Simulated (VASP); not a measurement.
Here is a VASP 6.6.1 calculation.

The input POSCAR:

```
GaN
1.0
    0.0000000000      1.7285796390      1.7285796390
    1.7285796390      0.0000000000      1.7285796390
    1.7285796390      1.7285796390      0.0000000000
Ga N
1 1
Direct
    0.0000000000      0.0000000000      0.0000000000
    0.5000000000      0.5000000000      0.5000000000
```

Contents of INCAR.step1:

```
PREC = Accurate ; ENCUT = 660
ISMEAR = -1 ; SIGMA = 0.05
LREAL = F ; LASPH = T
NELM = 120 ; NBANDS = 16
GGA = PE ; ALGO = Normal
EDIFF = 1E-5 ; LWAVE = T
LCHARG = F ; GGA_COMPAT = F
```

INCAR.step2

```
PREC = Accurate ; ENCUT = 660
EDIFF = 1E-6 ; ISMEAR = -1
SIGMA = 0.05 ; LREAL = F
LASPH = T ; NELM = 120
ALGO = Normal ; ISIF = 2
LWAVE = F ; LCHARG = T
METAGGA = R2SCAN ; LMIXTAU = T
LELF = T ; LVHAR = T
NBANDS = 16 ; ISTART = 1
GGA_COMPAT = F
```

File KPOINTS:

```
Automatic mesh
0
Gamma
  21 21 21
```

Potentials or basis: VASP PAW PBE potentials, release 64 (Ga_d, N).

Run with:

```bash
$ cat potpaw_PBE.64/Ga_d/POTCAR potpaw_PBE.64/N/POTCAR > POTCAR
$ cp INCAR.step1 INCAR
$ mpirun -np 1 vasp_std > vasp.out
$ cp INCAR.step2 INCAR
$ mpirun -np 1 vasp_std > vasp.out
```

Predict the band gap on the k mesh.

6.13 eV, indirect (least direct gap 7.61 eV).

Predict the pressure.

537.1 GPa.

Caveat: the PAW data sets were made with another functional, which shifts forces and pressure a little. A k mesh can miss the band edges.
